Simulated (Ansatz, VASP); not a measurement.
Two plane-wave programs on NbAuF6

```
Nb Au F
1.0
     0.00000    5.59400    0.00000
     5.59400    0.00000    0.00000
     2.79700    2.79700   -4.26755
Nb Au F
1 1 6
Direct
  0.00000 0.00000 0.00000
  0.50000 0.50000 0.00000
  0.23332 0.23332 0.00000
  0.23332 0.76668 0.00000
  0.76668 0.76668 0.00000
  0.76668 0.23332 0.00000
  0.21974 0.21974 0.56051
  0.78026 0.78026 0.43949
```

Alike in both runs: functional r2SCAN; k mesh 6 × 6 × 6; no spin polarisation.

Ansatz relaxed the structure, and its values are those at the end. VASP's run is a single point on that final structure, the one shown.

|  | VASP | Ansatz |
| --- | --- | --- |
| version | VASP 6.6.1 | Ansatz 0.2.0 |
| potentials or method | VASP PAW PBE potentials, release 64 (Nb_sv, Au, F), cutoff 520 eV | PAW plane waves |
| occupations | fermi-dirac, width 0.1 eV | fermi-dirac |
| valence electrons in the cell | 66 | 74 |

```tsv
	VASP	Ansatz	Ansatz less VASP
pressure (GPa)	20.1	20.0	-0.18
rms of the force components (eV/Å)	0.054	0.001	-0.0531
```

VASP's potentials were made for PBE, not for r2SCAN. VASP's potentials hold 66 valence electrons a cell and Ansatz's 74, so a difference there can come from the potentials and not from the codes. Ansatz's warnings: stress scf threshold loose, xc potential rough in thin density.

Neither program's run includes spin-orbit coupling.
